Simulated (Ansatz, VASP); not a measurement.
## PbO2: VASP beside Ansatz

```
Pb O
1.0
     4.99726    0.00000    0.00000
     0.00000    4.99726    0.00000
     0.00000    0.00000    3.41156
Pb O
2 4
Direct
  0.00000 0.00000 0.00000
  0.50000 0.50000 0.50000
  0.30762 0.30762 0.00000
  0.19238 0.80762 0.50000
  0.69238 0.69238 0.00000
  0.80762 0.19238 0.50000
```

Alike in both runs: functional PBEsol; k mesh 8 × 8 × 10; occupations gaussian, width 0.1 eV; no spin polarisation.

Ansatz relaxed the structure, and its values are those at the end. VASP's run is a single point on that final structure, the one shown.

|  | VASP | Ansatz |
| --- | --- | --- |
| version | VASP 6.6.1 | Ansatz 0.2.0 |
| potentials or method | VASP PAW PBE potentials, release 64 (Pb_d, O), cutoff 520 eV | scalar-relativistic, plane waves, PAW |
| valence electrons in the cell | 52 | 52 |

Ansatz gave:

```
gap on the k mesh at the Fermi level (eV) : none
pressure (GPa)                            : 0.0
rms of the force components (eV/Å)        : 0.000
```

Task: Estimate VASP's values.

Result: gap on the k mesh at the Fermi level (eV): none; pressure (GPa): 0.3; rms of the force components (eV/Å): 0.005.

VASP's potentials were made for PBE, not for PBEsol. A gap of «none» marks a metal or a gap that the smearing closes.

Neither program's run includes spin-orbit coupling.
